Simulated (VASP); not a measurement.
# Tl (P6/mmm) in VASP: notebook

Tl is run at these levels: PBE; tasks: single point.

Program: VASP 6.6.1. These are calculated values, not measurements. Logs are shortened: lines on timing, memory, paths and dates and some standing lists are left out, and cuts for length are marked.

## (1) The cell of the first run

Symmetry: P6/mmm, No. 191, hexagonal system. The conventional cell has a = 5.015 Å, b = 5.015 Å, c = 3.057 Å, α = 90.00°, β = 90.00°, γ = 120.00°. Tl (site symmetry 6/mmm) has 14 Tl at 3.06 to 3.27 Å within 4.0 Å. Tl (site symmetry -6m2) has 11 Tl at 2.90 to 3.27 Å within 3.8 Å.

This isn't the form of Tl at room conditions, which is hcp.

## (2) Single point, PBE

The input, INCAR:

```
PREC = Accurate ; ENCUT = 520
EDIFF = 1E-7 ; ISMEAR = -1
SIGMA = 0.1 ; LREAL = F
LASPH = T ; NELM = 80
ALGO = Normal ; ISIF = 2
LWAVE = F ; LCHARG = T
GGA = PE ; LELF = T
LVHAR = T ; NBANDS = 26
```

The input, KPOINTS:

```
regular mesh
0
Gamma
  7 7 10
```

The input, POSCAR:

```
Tl
1.0
    5.0148706047      0.0000000000      0.0000000000
   -2.5074353024      4.3430053404      0.0000000000
    0.0000000000      0.0000000000      3.0567321145
Tl
3
Direct
    0.0000000000      0.0000000000      0.0000000000
    0.3333333333      0.6666666667      0.5000000000
    0.6666666667      0.3333333333      0.5000000000
```

Potentials or basis: VASP PAW PBE potentials, release 64 (Tl_d).

The run is started by

```sh
$ cat potpaw_PBE.64/Tl_d/POTCAR > POTCAR
$ mpirun -np 1 vasp_std > vasp.out
```

OUTCAR:

```text
PREC = Accurate
   ENCUT = 520
   EDIFF = 1E-7
   ISMEAR = -1
   LREAL = F
   LASPH = T
   NELM = 80
   ISIF = 2
   GGA = PE

 ion  position               nearest neighbor table
   1  0.000  0.000  0.000-   2 3.27   3 3.27   2 3.27   3 3.27   3 3.27   3 3.27   2 3.27   2 3.27
                             3 3.27   3 3.27   2 3.27   2 3.27
   2  0.333  0.667  0.500-   3 2.90   3 2.90   3 2.90   1 3.27   1 3.27   1 3.27   1 3.27   1 3.27
                             1 3.27
   3  0.667  0.333  0.500-   2 2.90   2 2.90   2 2.90   1 3.27   1 3.27   1 3.27   1 3.27   1 3.27
                             1 3.27

  LATTYP: Found a hexagonal cell.
 ALAT       =     5.0148706047
 C/A-ratio  =     0.6095335963

  Lattice vectors:

 A1 = (   5.0148706047,   0.0000000000,   0.0000000000)
 A2 = (  -2.5074353024,   4.3430053404,   0.0000000000)
 A3 = (   0.0000000000,   0.0000000000,   3.0567321145)

Analysis of symmetry for initial positions (statically):
=====================================================================
 Subroutine PRICEL returns:
 Original cell was already a primitive cell.

 Routine SETGRP: Setting up the symmetry group for a
 hexagonal supercell.

 Subroutine GETGRP returns: Found 24 space group operations
 (whereof 24 operations were pure point group operations)
 out of a pool of 24 trial point group operations.

The static configuration has the point symmetry D_6h.

Analysis of symmetry for dynamics (positions and initial velocities):
=====================================================================
 Subroutine PRICEL returns:
 Original cell was already a primitive cell.

 Routine SETGRP: Setting up the symmetry group for a
 hexagonal supercell.

 Subroutine GETGRP returns: Found 24 space group operations
 (whereof 24 operations were pure point group operations)
 out of a pool of 24 trial point group operations.

The dynamic configuration has the point symmetry D_6h.

 Subroutine INISYM returns: Found 24 space group operations
 (whereof 24 operations are pure point group operations),
 and found     1 'primitive' translations

----------------------------------------------------------------------------------------

                                     Primitive cell

  volume of cell :      66.5744

  direct lattice vectors                    reciprocal lattice vectors
     5.014870605  0.000000000  0.000000000     0.199406940  0.115127650  0.000000000
    -2.507435302  4.343005340  0.000000000     0.000000000  0.230255301  0.000000000
     0.000000000  0.000000000  3.056732114     0.000000000  0.000000000  0.327146758

  length of vectors
     5.014870605  5.014870605  3.056732114     0.230255301  0.230255301  0.327146758

  position of ions in fractional coordinates (direct lattice)
     0.000000000  0.000000000  0.000000000
     0.333333333  0.666666667  0.500000000
     0.666666667  0.333333333  0.500000000

  ion indices of the primitive-cell ions
   primitive index   ion index
                 1           1
                 2           2
                 3           3

----------------------------------------------------------------------------------------

 KPOINTS: regular mesh

Automatic generation of k-mesh.
 Grid dimensions read from file:
 generate k-points for:    7    7   10

 Generating k-lattice:

  Cartesian coordinates                     Fractional coordinates (reciprocal lattice)
     0.028486706  0.016446807  0.000000000     0.142857143  0.000000000  0.000000000
     0.000000000  0.032893614  0.000000000     0.000000000  0.142857143  0.000000000
     0.000000000  0.000000000  0.032714676     0.000000000  0.000000000  0.100000000

  Length of vectors
     0.032893614  0.032893614  0.032714676

  Shift w.r.t. Gamma in fractional coordinates (k-lattice)
     0.000000000  0.000000000  0.000000000

 Subroutine IBZKPT returns following result:
 ===========================================

 Found     48 irreducible k-points:

 Following reciprocal coordinates:
            Coordinates               Weight
  0.000000  0.000000  0.000000      1.000000
  0.142857  0.000000  0.000000      6.000000
  0.285714  0.000000  0.000000      6.000000
  0.428571  0.000000  0.000000      6.000000
  0.142857  0.142857  0.000000      6.000000
  0.285714  0.142857  0.000000     12.000000
[... 16 lines left out ...]
  0.428571  0.142857  0.200000     12.000000
  0.285714  0.285714  0.200000     12.000000
 [... further k-points ...]
   k-points           NKPTS =     48   k-points in BZ     NKDIM =     48   number of bands    NBANDS=     26
   number of dos      NEDOS =    301   number of ions     NIONS =      3
   total plane-waves  NPLWV =  38400
   dimension x,y,z NGX =    40 NGY =   40 NGZ =   24
   dimension x,y,z NGXF=    80 NGYF=   80 NGZF=   48
   ions per type =               3
   NGX,Y,Z   is equivalent  to a cutoff of  13.26, 13.26, 13.05 a.u.
   NGXF,Y,Z  is equivalent  to a cutoff of  26.52, 26.52, 26.11 a.u.
 SYSTEM =  unknown system
   PREC   = accura    normal or accurate (medium, high low for compatibility)
   ISTART =      0    job   : 0-new  1-cont  2-samecut
   ICHARG =      2    charge: 1-file 2-atom 10-const
   ISPIN  =      1    spin polarized calculation?
   LNONCOLLINEAR =      F non collinear calculations
   LSORBIT =      F    spin-orbit coupling
   LASPH  =      T    aspherical Exc in radial PAW
   ENCUT  =  520.0 eV  38.22 Ry    6.18 a.u.   9.32  9.32  5.68*2*pi/ulx,y,z
   NELM   =     80;   NELMIN=  2; NELMDL= -5     # of ELM steps
   EDIFF  = 0.1E-06   stopping-criterion for ELM
   LREAL  =      F    real-space projection
   EDIFFG = 0.1E-05   stopping-criterion for IOM
   NSW    =      0    number of steps for IOM
   IBRION =     -1    ionic relax: 0-MD 1-quasi-New 2-CG
   NFREE  =      0    steps in history (QN), initial steepest desc. (CG)
   ISIF   =      2    stress and relaxation
   ISYM   =      2    0-nonsym 1-usesym 2-fastsym
   POTIM  = 0.5000    time-step for ionic-motion
   TEBEG  =    0.0;   TEEND  =   0.0 temperature during run
   PSTRESS=    0.0 pullay stress
   NELECT =      39.0000    total number of electrons
   NUPDOWN=      -1.0000    fix difference up-down
   EMIN   =  10.00;   EMAX   =-10.00  energy-range for DOS
   EFERMI =   0.00;   METHOD = LEGACY
   ISMEAR =    -1;   SIGMA  =   0.10  broadening in eV -4-tet -1-fermi 0-gaus
   EFERMI_NEDOS =   21; number of points for ismear=-14 and -15
   IALGO  =     38    algorithm
   IMIX   =      4    mixing-type and parameters
     AMIX     =   0.40;   BMIX     =  1.00
     AMIX_MAG =   1.60;   BMIX_MAG =  1.00
  volume/ion in A,a.u.               =      22.19       149.76
  Fermi-wavevector in a.u.,A,eV,Ry     =   1.369811  2.588567 25.529717  1.876381
  Thomas-Fermi vector in A             =   2.495653
   LORBIT       =      0    0 simple, 1 ext, 2 COOP (PROOUT), +10 PAW based schemes
   GGA     = PE    functional components
   LHFCALC =     F    Hartree Fock is set to
   AEXX    =    0.0000 exact exchange contribution
   IVDW    =     0    specifies the selected vdW correction
   LEPSILON=     F    determine dielectric tensor
   LRPA    =     F    only Hartree local field effects (RPA)
 non-spin polarized calculation
  energy-cutoff  :      520.00
  volume of cell :       66.57
 maximum number of plane-waves:      1812
 NGX is ok and might be reduce to    40
   NGX = 19   NGY = 19   NGZ = 11

 number of electron      39.0000002 magnetization

 Free energy of the ion-electron system (eV)
  ---------------------------------------------------
  ext. energy  EPLUGINS =         0.00000000
  ---------------------------------------------------
  free energy    TOTEN  =        -5.17700773 eV

  energy without entropy =       -5.15380779  energy(sigma->0) =       -5.16540776

 E-fermi :   9.8663     XC(G=0): -11.5200

 val. band max:        9.8469298601   @ k =   0.0000   0.0000   0.2000
 cond. band min:      10.0087879998   @ k =   0.1429   0.1429   0.5000
 fundamental gap:      0.1618581397
 Fermi energy:         9.8663074395

 k-point     1 :       0.0000    0.0000    0.0000
  band No.  band energies     occupation
      1      -3.2833      2.00000
      2      -2.6477      2.00000
      3      -2.5761      2.00000
      4      -2.5404      2.00000
      5      -2.5404      2.00000
      6      -2.3964      2.00000
[... 18 lines left out ...]
     25      22.3070      0.00000
     26      22.8810      0.00000

 k-point     2 :       0.1429    0.0000    0.0000
  band No.  band energies     occupation
      1      -3.2401      2.00000
      2      -2.7362      2.00000
      3      -2.6664      2.00000
      4      -2.6630      2.00000
      5      -2.5668      2.00000
      6      -2.3058      2.00000
[... 18 lines left out ...]
     25      21.4559      0.00000
     26      21.4913      0.00000

 k-point     3 :       0.2857    0.0000    0.0000
  band No.  band energies     occupation
      1      -3.1394      2.00000
      2      -2.9828      2.00000
      3      -2.8038      2.00000
      4      -2.7616      2.00000
      5      -2.6021      2.00000
      6      -2.3101      2.00000
[... 18 lines left out ...]
     25      19.3813      0.00000
     26      20.5564      0.00000

 k-point     4 :       0.4286    0.0000    0.0000
  band No.  band energies     occupation
      1      -3.1557      2.00000
      2      -3.0216      2.00000
      3      -2.8746      2.00000
      4      -2.8487      2.00000
      5      -2.6398      2.00000
      6      -2.3423      2.00000
[... 18 lines left out ...]
     25      17.5092      0.00000
     26      19.0742      0.00000
[... 496 lines left out ...]
      1      -3.0475      2.00000
      2      -2.8596      2.00000
      3      -2.8149      2.00000
      4      -2.5885      2.00000
      5      -2.4779      2.00000
      6      -2.3365      2.00000
[... 18 lines left out ...]
     25      16.5518      0.00000
     26      17.0216      0.00000

 k-point    23 :       0.4286    0.1429    0.2000
  band No.  band energies     occupation
      1      -3.0830      2.00000
      2      -2.8781      2.00000
      3      -2.8003      2.00000
      4      -2.5822      2.00000
      5      -2.4812      2.00000
      6      -2.3683      2.00000
[... 18 lines left out ...]
     25      17.4619      0.00000
     26      17.6561      0.00000

 k-point    24 :       0.2857    0.2857    0.2000
  band No.  band energies     occupation
      1      -3.1011      2.00000
      2      -2.8418      2.00000
      3      -2.8187      2.00000
      4      -2.6015      2.00000
      5      -2.4509      2.00000
      6      -2.4032      2.00000
[... 18 lines left out ...]
     25      18.0763      0.00000
     26      18.2066      0.00000

 [... further k-points ...]

------------------------ aborting loop because EDIFF is reached ----------------------------------------

  FORCE on cell =-STRESS in cart. coord.  units (eV):
  Direction    XX          YY          ZZ          XY          YZ          ZX
  --------------------------------------------------------------------------------------
  -------------------------------------------------------------------------------------
  Total       10.0453918     10.0453918     10.0647044     -0.0000000      0.0000000      0.0000000
  in kB      241.7519516    241.7519516    242.2167262     -0.0000000      0.0000000      0.0000000
  external PRESSURE =     241.9068765 kB  Pullay stress =       0.0000000 kB

 VOLUME and BASIS-vectors are now :
 -----------------------------------------------------------------------------
  energy-cutoff  :      520.00
  volume of cell :       66.57
      direct lattice vectors                 reciprocal lattice vectors
     5.014870605  0.000000000  0.000000000     0.199406940  0.115127650  0.000000000
    -2.507435302  4.343005340  0.000000000     0.000000000  0.230255301  0.000000000
     0.000000000  0.000000000  3.056732114     0.000000000  0.000000000  0.327146758

 POSITION                                       TOTAL-FORCE (eV/Angst)
 -----------------------------------------------------------------------------------
      0.00000      0.00000      0.00000        -0.000000      0.000000      0.000000
     -0.00000      2.89534      1.52837         0.000000     -0.000000      0.000000
      2.50744      1.44767      1.52837         0.000000      0.000000      0.000000
 -----------------------------------------------------------------------------------
    total drift:                                0.000000     -0.000000      0.000000

  FREE ENERGIE OF THE ION-ELECTRON SYSTEM (eV)
  ---------------------------------------------------
  free  energy   TOTEN  =        -5.1770077251 eV

  energy  without entropy=       -5.1538077881  energy(sigma->0) =       -5.16540776
```

Run time: 46 s. Hardware: 1 thread of AMD EPYC 9R45 (Zen 5), shared host; peak memory 0.19 GiB.

Results:

```
Free energy            : -5.1770 eV
Pressure               : 24.2 GPa
Band gap on the k mesh : zero (an odd number of electrons rules out a gap without spin polarisation)
```

Levels at points of the mesh, in eV from the Fermi level:
```
           k point  band 16  band 17  band 18  band 19  band 20  band 21  band 22  band 23
(0.00, 0.00, 0.00)   -11.35    -4.30    -3.85    -0.96    -0.96    -0.87    -0.87     5.35
(0.00, 0.00, 0.50)    -7.40    -6.50    -0.25     0.72     0.77     1.28     1.41     1.41
```

Caveat: the cell stands under pressure; spin-orbit coupling is left out, which moves the levels of the heavy elements.

## (3) Single point, PBE (22.19 Å³/atom)

The input, INCAR:

```
SYSTEM = Tl
PREC     = Accurate       ! precision mode
ENCUT    = 520            ! plane-wave cutoff, eV
EDIFF    = 1E-6           ! SCF threshold, eV
ISMEAR   = -1             ! smearing method
SIGMA    = 0.1            ! smearing width, eV
LREAL    = .False.        ! projectors in reciprocal space
LASPH    = .True.         ! aspherical terms in the spheres
NELM     = 80             ! most SCF steps
ALGO     = Normal         ! electronic algorithm
ISIF     = 2              ! what is computed and relaxed
LWAVE    = .False.        ! write WAVECAR
LCHARG   = .True.         ! write CHGCAR
GGA      = PE             ! functional
LELF     = .True.         ! ELF
LVHAR    = .True.       
NBANDS   = 26             ! bands
```

The input, KPOINTS:

```
regular mesh
0
Gamma
  7 7 10
  0 0 0
```

POSCAR is that of step 2.

Potentials or basis: VASP PAW PBE potentials, release 64 (Tl_d).

The run is started by

```sh
$ cat potpaw_PBE.64/Tl_d/POTCAR > POTCAR
$ mpirun -np 1 vasp_std > vasp.out
```

Run time: 42 s. Hardware: 1 thread of AMD EPYC 9R45 (Zen 5), shared host; peak memory 0.18 GiB.

It converged, with:

```
Free energy            : -5.1770 eV
Pressure               : 24.2 GPa
Band gap on the k mesh : zero (an odd number of electrons rules out a gap without spin polarisation)
```

Levels at points of the mesh, in eV from the Fermi level:
```
           k point  band 17  band 18  band 19  band 20  band 21  band 22
(0.00, 0.00, 0.00)    -4.30    -3.85    -0.96    -0.96    -0.87    -0.87
(0.00, 0.00, 0.50)    -6.50    -0.25     0.72     0.77     1.28     1.41
```

Caveat: the cell stands under pressure; spin-orbit coupling is left out, which moves the levels of the heavy elements.

The gap in the log of VASP goes by the Fermi energy; the results here count the filled bands.